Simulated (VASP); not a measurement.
Set up this calculation in VASP 6.6.1, as the native input.

* Task: single point
* Functional: PBE
* Potentials or basis: VASP PAW PBE potentials, release 64 (Mg)
* Cutoff: 520 eV
* k mesh: 11 × 11 × 6
* Occupations: methfessel-paxton, width 1 eV
* Spin: no spin polarisation
* Dipole correction: no
* Further INCAR settings: ALGO = Normal; EDIFF = 1e-07; NBANDS = 9

The structure of Mg lies in POSCAR:

```
Mg
1.0
    3.1953117277      0.0000000000      0.0000000000
   -1.5976558638      2.7672211292      0.0000000000
    0.0000000000      0.0000000000      5.1879445283
Mg
2
Direct
    0.3333333333      0.6666666667      0.2500000000
    0.6666666667      0.3333333333      0.7500000000
```

One way to write it, as run:

INCAR

```
SYSTEM = Mg
ALGO     = Normal         ! electronic algorithm
EDIFF    = 1E-7           ! SCF threshold, eV
ENCUT    = 520            ! plane-wave cutoff, eV
GGA      = PE             ! functional
ISIF     = 2              ! what is computed and relaxed
ISMEAR   = 1              ! smearing method
LASPH    = .True.         ! aspherical terms in the spheres
LCHARG   = .False.        ! write CHGCAR
LREAL    = .False.        ! projectors in reciprocal space
LWAVE    = .False.        ! write WAVECAR
NBANDS   = 9              ! bands
NELM     = 60             ! most SCF steps
PREC     = Accurate       ! precision mode
SIGMA    = 1.0            ! smearing width, eV
```

KPOINTS

```
k-points
0
Gamma
  11 11 6
  0 0 0
```

Potentials or basis: VASP PAW PBE potentials, release 64 (Mg).

Launch:

```sh
$ cat potpaw_PBE.64/Mg/POTCAR > POTCAR
$ mpirun -np 1 vasp_std > vasp.out
```

It gave:

```yaml
Pressure: -0.1 GPa
Band_gap_on_the_k_mesh: zero (bands 2 and 3 overlap by 2.11 eV)
```

Caveat: so wide a smearing shifts energies and pressures.

It took 34 s on 1 thread of AMD EPYC 7R13 (shared host), peak memory 0.14 GiB.
